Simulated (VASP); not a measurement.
**Ga: single point with PBEsol**

The system is Ga.

```xyz
2
Lattice="2.9555 0.0000 0.1317 0.0000 3.3921 0.0000 -1.2399 0.0000 3.7618" Properties=species:S:1:pos:R:3 pbc="T T T"
Ga    2.4217    0.8480    1.0428
Ga   -0.7061    2.5441    2.8507
```

This cell differs from its parent crystal: strained and its atoms moved.

```
Program             : VASP 6.6.1
Task                : single point
Functional          : PBEsol
Potentials or basis : VASP PAW PBE potentials, release 64 (Ga_d)
Cutoff              : 520 eV
k mesh              : 16 × 12 × 10
Occupations         : gaussian, width 0.1 eV
Spin                : no spin polarisation
```

* Pressure: -1.2 GPa
* Largest force: 0.457 eV/Å
* Band gap on the k mesh: zero (bands 13 and 14 overlap by 8.47 eV)

Forces on the atoms (eV/Å):
```
Ga  -0.023  0.000 -0.457
Ga   0.023  0.000  0.457
```

Stress tensor (GPa, compression positive):
```
-4.96  0.00 -2.05
 0.00 -1.19  0.00
-2.05  0.00  2.42
```

Levels at points of the mesh, in eV from the Fermi level:
```tsv
k point	band 10	band 11	band 12	band 13	band 14	band 15	band 16	band 17
(0.00, 0.00, 0.00)	-14.46	-11.00	-1.14	-0.25	1.32	5.29	7.13	8.45
(0.50, 0.00, 0.00)	-14.47	-7.29	-4.79	-0.44	1.40	4.19	5.70	8.55
(0.00, 0.50, 0.00)	-14.65	-7.68	-7.68	2.60	2.60	3.74	3.74	9.50
(0.50, 0.50, 0.00)	-14.64	-4.15	-4.15	-1.44	-1.44	3.23	3.23	5.10
(0.00, 0.00, 0.50)	-14.65	-8.42	-8.34	4.25	4.34	5.77	5.98	6.28
(0.50, 0.00, 0.50)	-14.63	-6.10	-5.42	-1.41	-0.76	5.79	7.21	7.89
(0.00, 0.50, 0.50)	-14.68	-5.51	-5.51	-4.22	-4.22	8.85	8.85	11.93
(0.50, 0.50, 0.50)	-14.56	-2.87	-2.87	-2.01	-2.01	1.05	1.05	4.41
```

It took 2.1 min on 1 thread of Intel(R) Xeon(R) 6975P-C (Granite Rapids), on a shared host, peak memory 0.42 GiB.

Caveat: the cell differs from its parent crystal (strained and its atoms moved); the PAW data sets were made with another functional, which shifts forces and pressure a little.
